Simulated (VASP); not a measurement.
# InSb (F-43m) in VASP: a series of runs

The runs below take InSb through single point, with r2SCAN.

Program: VASP 6.6.1. These are calculated values, not measurements. Logs are shortened: lines on timing, memory, paths and dates and some standing lists are left out, and cuts for length are marked.

### Step 1. The cell of the first run

The structure is cubic, space group F-43m (No. 216). The conventional cell has a = 6.425 Å, b = 6.425 Å, c = 6.425 Å, α = 90.00°, β = 90.00°, γ = 90.00°. Within 3.7 Å of In (site symmetry -43m) lie 4 Sb at 2.78 Å. Within 3.7 Å of Sb (site symmetry -43m) lie 4 In at 2.78 Å.

### Step 2. Single point, r2SCAN (volume changed by -6%)

Input file POSCAR:

```
InSb
1.0
    0.0000000000      3.2125653964      3.2125653964
    3.2125653964      0.0000000000      3.2125653964
    3.2125653964      3.2125653964      0.0000000000
In Sb
1 1
Direct
    0.0000000000      0.0000000000      0.0000000000
    0.2500000000      0.2500000000      0.2500000000
```

Input file INCAR.step1:

```
PREC = Accurate
ENCUT = 520
ISMEAR = -1
SIGMA = 0.02
LREAL = False
LASPH = True
NELM = 100
NBANDS = 16
GGA = PE
ALGO = Normal
EDIFF = 1E-4
LWAVE = True
LCHARG = False
```

Input file INCAR.step2:

```
PREC = Accurate
ENCUT = 520
EDIFF = 1E-6
ISMEAR = -1
SIGMA = 0.02
LREAL = False
LASPH = True
NELM = 100
ALGO = Normal
ISIF = 2
LWAVE = False
LCHARG = True
METAGGA = R2SCAN
LMIXTAU = True
LELF = True
LVHAR = True
NBANDS = 16
ISTART = 1
```

Input file KPOINTS:

```
Automatic mesh
0
Gamma
  6 6 6
```

Potentials or basis: VASP PAW PBE potentials, release 64 (In_d, Sb).

Started as:

```console
$ cat potpaw_PBE.64/In_d/POTCAR potpaw_PBE.64/Sb/POTCAR > POTCAR
$ cp INCAR.step1 INCAR
$ mpirun -np 1 vasp_std > vasp.out
$ cp INCAR.step2 INCAR
$ mpirun -np 1 vasp_std > vasp.out
```

OUTCAR:

```text
PREC = Accurate
   ENCUT = 520
   EDIFF = 1E-6
   ISMEAR = -1
   LREAL = False
   LASPH = True
   NELM = 100
   ISIF = 2
   METAGGA = R2SCAN
   ISTART = 1

 ion  position               nearest neighbor table
   1  0.000  0.000  0.000-   2 2.78   2 2.78   2 2.78   2 2.78
   2  0.250  0.250  0.250-   1 2.78   1 2.78   1 2.78   1 2.78

  LATTYP: Found a face centered cubic cell.
 ALAT       =     6.4251307928

  Lattice vectors:

 A1 = (   0.0000000000,   3.2125653964,   3.2125653964)
 A2 = (   3.2125653964,   0.0000000000,   3.2125653964)
 A3 = (   3.2125653964,   3.2125653964,   0.0000000000)

Analysis of symmetry for initial positions (statically):
=====================================================================
 Subroutine PRICEL returns:
 Original cell was already a primitive cell.

 Routine SETGRP: Setting up the symmetry group for a
 face centered cubic supercell.

 Subroutine GETGRP returns: Found 24 space group operations
 (whereof 24 operations were pure point group operations)
 out of a pool of 48 trial point group operations.

The static configuration has the point symmetry T_d .

Analysis of symmetry for dynamics (positions and initial velocities):
=====================================================================
 Subroutine PRICEL returns:
 Original cell was already a primitive cell.

 Routine SETGRP: Setting up the symmetry group for a
 face centered cubic supercell.

 Subroutine GETGRP returns: Found 24 space group operations
 (whereof 24 operations were pure point group operations)
 out of a pool of 48 trial point group operations.

The dynamic configuration has the point symmetry T_d .

 Subroutine INISYM returns: Found 24 space group operations
 (whereof 24 operations are pure point group operations),
 and found     1 'primitive' translations

----------------------------------------------------------------------------------------

                                     Primitive cell

  volume of cell :      66.3111

  direct lattice vectors                    reciprocal lattice vectors
     0.000000000  3.212565396  3.212565396    -0.155638855  0.155638855  0.155638855
     3.212565396  0.000000000  3.212565396     0.155638855 -0.155638855  0.155638855
     3.212565396  3.212565396  0.000000000     0.155638855  0.155638855 -0.155638855

  length of vectors
     4.543253554  4.543253554  4.543253554     0.269574405  0.269574405  0.269574405

  position of ions in fractional coordinates (direct lattice)
     0.000000000  0.000000000  0.000000000
     0.250000000  0.250000000  0.250000000

  ion indices of the primitive-cell ions
   primitive index   ion index
                 1           1
                 2           2

----------------------------------------------------------------------------------------

 KPOINTS: Automatic mesh

Automatic generation of k-mesh.
 Grid dimensions read from file:
 generate k-points for:    6    6    6

 Generating k-lattice:

  Cartesian coordinates                     Fractional coordinates (reciprocal lattice)
    -0.025939809  0.025939809  0.025939809     0.166666667  0.000000000  0.000000000
     0.025939809 -0.025939809  0.025939809     0.000000000  0.166666667  0.000000000
     0.025939809  0.025939809 -0.025939809     0.000000000  0.000000000  0.166666667

  Length of vectors
     0.044929067  0.044929067  0.044929067

  Shift w.r.t. Gamma in fractional coordinates (k-lattice)
     0.000000000  0.000000000  0.000000000

 Subroutine IBZKPT returns following result:
 ===========================================

 Found     16 irreducible k-points:

 Following reciprocal coordinates:
            Coordinates               Weight
  0.000000  0.000000  0.000000      1.000000
  0.166667  0.000000  0.000000      8.000000
  0.333333  0.000000  0.000000      8.000000
  0.500000  0.000000  0.000000      4.000000
  0.166667  0.166667  0.000000      6.000000
  0.333333  0.166667  0.000000     24.000000
[... 8 lines left out ...]
 -0.333333  0.333333  0.166667     24.000000
 -0.333333  0.500000  0.166667     12.000000
   k-points           NKPTS =     16   k-points in BZ     NKDIM =     16   number of bands    NBANDS=     16
   number of dos      NEDOS =    301   number of ions     NIONS =      2
   total plane-waves  NPLWV =  46656
   dimension x,y,z NGX =    36 NGY =   36 NGZ =   36
   dimension x,y,z NGXF=    72 NGYF=   72 NGZF=   72
   ions per type =               1   1
   NGX,Y,Z   is equivalent  to a cutoff of  13.17, 13.17, 13.17 a.u.
   NGXF,Y,Z  is equivalent  to a cutoff of  26.35, 26.35, 26.35 a.u.
 SYSTEM =  unknown system
   PREC   = accura    normal or accurate (medium, high low for compatibility)
   ISTART =      1    job   : 0-new  1-cont  2-samecut
   ICHARG =      0    charge: 1-file 2-atom 10-const
   ISPIN  =      1    spin polarized calculation?
   LNONCOLLINEAR =      F non collinear calculations
   LSORBIT =      F    spin-orbit coupling
   LASPH  =      T    aspherical Exc in radial PAW
   ENCUT  =  520.0 eV  38.22 Ry    6.18 a.u.   8.45  8.45  8.45*2*pi/ulx,y,z
   NELM   =    100;   NELMIN=  2; NELMDL=  0     # of ELM steps
   EDIFF  = 0.1E-05   stopping-criterion for ELM
   LREAL  =      F    real-space projection
   EDIFFG = 0.1E-04   stopping-criterion for IOM
   NSW    =      0    number of steps for IOM
   IBRION =     -1    ionic relax: 0-MD 1-quasi-New 2-CG
   NFREE  =      0    steps in history (QN), initial steepest desc. (CG)
   ISIF   =      2    stress and relaxation
   ISYM   =      2    0-nonsym 1-usesym 2-fastsym
   POTIM  = 0.5000    time-step for ionic-motion
   TEBEG  =    0.0;   TEEND  =   0.0 temperature during run
   PSTRESS=    0.0 pullay stress
   NELECT =      18.0000    total number of electrons
   NUPDOWN=      -1.0000    fix difference up-down
   EMIN   =  10.00;   EMAX   =-10.00  energy-range for DOS
   EFERMI =   0.00;   METHOD = LEGACY
   ISMEAR =    -1;   SIGMA  =   0.02  broadening in eV -4-tet -1-fermi 0-gaus
   EFERMI_NEDOS =   21; number of points for ismear=-14 and -15
   IALGO  =     38    algorithm
   IMIX   =      4    mixing-type and parameters
     AMIX     =   0.40;   BMIX     =  1.00
     AMIX_MAG =   1.60;   BMIX_MAG =  1.00
  volume/ion in A,a.u.               =      33.16       223.74
  Fermi-wavevector in a.u.,A,eV,Ry     =   1.059995  2.003100 15.287353  1.123589
  Thomas-Fermi vector in A             =   2.195360
   LORBIT       =      0    0 simple, 1 ext, 2 COOP (PROOUT), +10 PAW based schemes
   METAGGA = R2SCAN    functional components
   LHFCALC =     F    Hartree Fock is set to
   AEXX    =    0.0000 exact exchange contribution
   IVDW    =     0    specifies the selected vdW correction
   LEPSILON=     F    determine dielectric tensor
   LRPA    =     F    only Hartree local field effects (RPA)
 non-spin polarized calculation
  energy-cutoff  :      520.00
  volume of cell :       66.31
 maximum number of plane-waves:      1820
 NGX is ok and might be reduce to    36
   NGX = 17   NGY = 17   NGZ = 17

 number of electron      18.0000000 magnetization

 Free energy of the ion-electron system (eV)
  ---------------------------------------------------
  ext. energy  EPLUGINS =         0.00000000
  ---------------------------------------------------
  free energy    TOTEN  =       -48.71050223 eV

  energy without entropy =      -48.71050187  energy(sigma->0) =      -48.71050205

 E-fermi :   5.4093     XC(G=0):  -9.3533

 val. band max:        5.2009903580   @ k =   0.0000   0.0000   0.0000
 cond. band min:       5.5955893079   @ k =   0.0000   0.0000   0.0000
 fundamental gap:      0.3945989499
 Fermi energy:         5.4092766534

 k-point     1 :       0.0000    0.0000    0.0000
  band No.  band energies     occupation
      1      -9.9597      2.00000
      2      -9.9597      2.00000
      3      -9.9597      2.00000
      4      -9.8498      2.00000
      5      -9.8498      2.00000
      6      -6.0902      2.00000
[... 8 lines left out ...]
     15      13.9464      0.00000
     16      13.9464      0.00000

 k-point     2 :       0.1667    0.0000    0.0000
  band No.  band energies     occupation
      1      -9.9743      2.00000
      2      -9.9532      2.00000
      3      -9.9531      2.00000
      4      -9.8502      2.00000
      5      -9.8502      2.00000
      6      -5.8165      2.00000
[... 8 lines left out ...]
     15      12.9510      0.00000
     16      12.9510      0.00000

 k-point     3 :       0.3333    0.0000    0.0000
  band No.  band energies     occupation
      1     -10.0027      2.00000
      2      -9.9415      2.00000
      3      -9.9415      2.00000
      4      -9.8494      2.00000
      5      -9.8494      2.00000
      6      -5.1038      2.00000
[... 8 lines left out ...]
     15      13.4237      0.00000
     16      13.4237      0.00000

 k-point     4 :       0.5000    0.0000    0.0000
  band No.  band energies     occupation
      1     -10.0164      2.00000
      2      -9.9365      2.00000
      3      -9.9365      2.00000
      4      -9.8481      2.00000
      5      -9.8481      2.00000
      6      -4.5716      2.00000
[... 8 lines left out ...]
     15      15.0178      0.00000
     16      15.0178      0.00000
[... 172 lines left out ...]
 k-point    14 :       0.5000    0.3333    0.1667
  band No.  band energies     occupation
      1     -10.0276      2.00000
      2      -9.9283      2.00000
      3      -9.9218      2.00000
      4      -9.8600      2.00000
      5      -9.8453      2.00000
      6      -4.5182      2.00000
[... 8 lines left out ...]
     15      14.6763      0.00000
     16      16.1748      0.00000

 k-point    15 :      -0.3333    0.3333    0.1667
  band No.  band energies     occupation
      1     -10.0341      2.00000
      2      -9.9268      2.00000
      3      -9.9162      2.00000
      4      -9.8583      2.00000
      5      -9.8476      2.00000
      6      -4.0719      2.00000
[... 8 lines left out ...]
     15      15.5248      0.00000
     16      15.9521      0.00000

 k-point    16 :      -0.3333    0.5000    0.1667
  band No.  band energies     occupation
      1     -10.0443      2.00000
      2      -9.9191      2.00000
      3      -9.9088      2.00000
      4      -9.8651      2.00000
      5      -9.8442      2.00000
      6      -3.8550      2.00000
[... 8 lines left out ...]
     15      15.6392      0.00000
     16      16.3980      0.00000

------------------------ aborting loop because EDIFF is reached ----------------------------------------

  FORCE on cell =-STRESS in cart. coord.  units (eV):
  Direction    XX          YY          ZZ          XY          YZ          ZX
  --------------------------------------------------------------------------------------
  -------------------------------------------------------------------------------------
  Total        1.2495441      1.2495441      1.2495441      0.0000000      0.0000000      0.0000000
  in kB       30.1909137     30.1909137     30.1909137      0.0000000      0.0000000      0.0000000
  external PRESSURE =      30.1909137 kB  Pullay stress =       0.0000000 kB

 VOLUME and BASIS-vectors are now :
 -----------------------------------------------------------------------------
  energy-cutoff  :      520.00
  volume of cell :       66.31
      direct lattice vectors                 reciprocal lattice vectors
     0.000000000  3.212565396  3.212565396    -0.155638855  0.155638855  0.155638855
     3.212565396  0.000000000  3.212565396     0.155638855 -0.155638855  0.155638855
     3.212565396  3.212565396  0.000000000     0.155638855  0.155638855 -0.155638855

 POSITION                                       TOTAL-FORCE (eV/Angst)
 -----------------------------------------------------------------------------------
      0.00000      0.00000      0.00000         0.000000      0.000000      0.000000
      1.60628      1.60628      1.60628        -0.000000     -0.000000     -0.000000
 -----------------------------------------------------------------------------------
    total drift:                               -0.000003     -0.000003     -0.000003

  FREE ENERGIE OF THE ION-ELECTRON SYSTEM (eV)
  ---------------------------------------------------
  free  energy   TOTEN  =       -48.7105022332 eV

  energy  without entropy=      -48.7105018711  energy(sigma->0) =      -48.71050205
```

It took 51 s on 1 thread of Intel Xeon Platinum 8488C (Sapphire Rapids), shared host; peak memory 0.21 GiB.

Results:

- Free energy: -48.7105 eV
- Pressure: 3.0 GPa
- Band gap on the k mesh: 0.39 eV, direct

Caveat: the PAW data sets were made with another functional, which shifts forces and pressure a little; spin-orbit coupling is left out, which moves the levels of the heavy elements. A k mesh can miss the band edges.

(Continued in part 2 of 3.)
